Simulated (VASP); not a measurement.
LiSb7, 8 atoms in the cell. Symmetry: P-62m, No. 189, hexagonal system. Conventional cell: a = 5.271 Å, b = 5.271 Å, c = 10.687 Å, α = 90.00°, β = 90.00°, γ = 120.00°. Li (site symmetry -62m) has 6 Sb at 2.37 Å within 3.1 Å. Within 3.2 Å of Sb (site symmetry m) lie 1 Li at 2.37 Å and 6 Sb at 2.86 to 3.14 Å. Within 5.4 Å of Sb (site symmetry -62m) lie 18 Sb at 4.00 to 5.27 Å and 2 Li at 5.34 Å. The cell was generated, and may not be a known phase.

| Quantity | Value |
| --- | --- |
| Program | VASP 6.6.1 |
| Task | relaxation of cell and atoms |
| Functional | PBE |
| Potentials or basis | VASP PAW PBE potentials, release 64 (Li_sv, Sb) |
| Cutoff | 600 eV |
| k mesh | 6 × 6 × 2 |
| Occupations | gaussian, width 0.1 eV |
| Spin | no spin polarisation |
| Dipole correction | no |
| Further INCAR settings | ALGO = Normal; EDIFF = 1e-06; IBRION = 2; EDIFFG = -0.04; NSW = 90; ISIF = 3 |

Potentials or basis: VASP PAW PBE potentials, release 64 (Li_sv, Sb).

The run is started by

```bash
$ cat potpaw_PBE.64/Li_sv/POTCAR potpaw_PBE.64/Sb/POTCAR > POTCAR
$ mpirun -np 1 vasp_std > vasp.out
```

Hardware: 1 thread of Intel(R) Xeon(R) Platinum 8488C (Sapphire Rapids), with other jobs on the host.

Estimate the wall time of this run.

Wall time 30 min on 1 thread of Intel(R) Xeon(R) Platinum 8488C (Sapphire Rapids), on a shared host, peak memory 0.48 GiB. Counts: scf iterations 204, k points 14, ion steps 23.
